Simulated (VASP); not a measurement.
Wanted: the native input for a VASP 6.6.1 run.

* Task: single point
* Functional: LDA
* Potentials or basis: VASP PAW LDA potentials, release 64 (Rh_pv)
* Cutoff: 520 eV
* k mesh: 24 × 24 × 12
* Occupations: gaussian, width 0.15 eV
* Spin: no spin polarisation
* Dipole correction: no
* Further INCAR settings: ALGO = Fast; EDIFF = 1e-06; NBANDS = 22

The structure of Rh lies in POSCAR:

```
Rh
1.0
    2.8079481983      0.0000000000      0.0000000000
   -1.4039740991      2.4317544722      0.0000000000
    0.0000000000      0.0000000000      4.1890362815
Rh
2
Direct
    0.6666666667      0.3333333333      0.7500000000
    0.3333333333      0.6666666667      0.2500000000
```

This isn't the form of Rh at room conditions, which is fcc.

This cell differs from its parent crystal: ratio of the length along z to the lengths across it x 0.92, volume and fractional coordinates fixed.

These files were run (other wordings do the same):

INCAR

```
SYSTEM = Rh
PREC = Accurate
ENCUT = 520
EDIFF = 1E-6
ISMEAR = 0
SIGMA = 0.15
LREAL = .False.
LASPH = .True.
NELM = 80
ALGO = Fast
ISIF = 2
LWAVE = .False.
LCHARG = .True.
LELF = .True.
LVHAR = .True.
NBANDS = 22
```

KPOINTS

```
Automatic mesh
0
Gamma
  24 24 12
  0 0 0
```

Potentials or basis: VASP PAW LDA potentials, release 64 (Rh_pv).

Launch:

```bash
$ cat potpaw_LDA.64/Rh_pv/POTCAR > POTCAR
$ mpirun -np 1 vasp_std > vasp.out
```

It gave:

- Pressure: -16.7 GPa
- Band gap on the k mesh: zero (bands 15 and 16 overlap by 2.00 eV)

Caveat: the stress differs along the axes, from -22 to -6 GPa.

Wall time 87 s on 1 thread of AMD EPYC 9R45 (Zen 5) (shared host), peak memory 0.26 GiB.
